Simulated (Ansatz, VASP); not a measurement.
H: VASP beside Ansatz

```
CELL_PARAMETERS angstrom
9.00000 0.00000 0.00000
0.00000 9.20000 0.00000
0.00000 0.00000 9.80000
ATOMIC_POSITIONS crystal
H 0.50000 0.50000 0.46218
H 0.50000 0.50000 0.53782
```

Alike in both runs: functional r2SCAN; k mesh 1 × 1 × 1; occupations fermi-dirac, width 0.01 eV; no spin polarisation.

Ansatz relaxed the structure, and its values are those at the end. VASP's run is a single point on that final structure, the one shown.

|  | VASP | Ansatz |
| --- | --- | --- |
| version | VASP 6.6.1 | Ansatz 0.2.0 |
| potentials or method | VASP PAW PBE potentials, release 64 (H) | PAW with Ansatz's default frozen-core files, scalar-relativistic |
| plane-wave cutoff (eV) | 550 | 500 |
| valence electrons in the cell | 2 | 2 |

|  | VASP | Ansatz | Ansatz less VASP |
| --- | --- | --- | --- |
| gap on the k mesh at the Fermi level (eV) | 10.93 | 11.04 | +0.111 |

VASP's potentials were made for PBE, not for r2SCAN. Ansatz's warnings: stress scf threshold loose, xc potential rough in thin density.
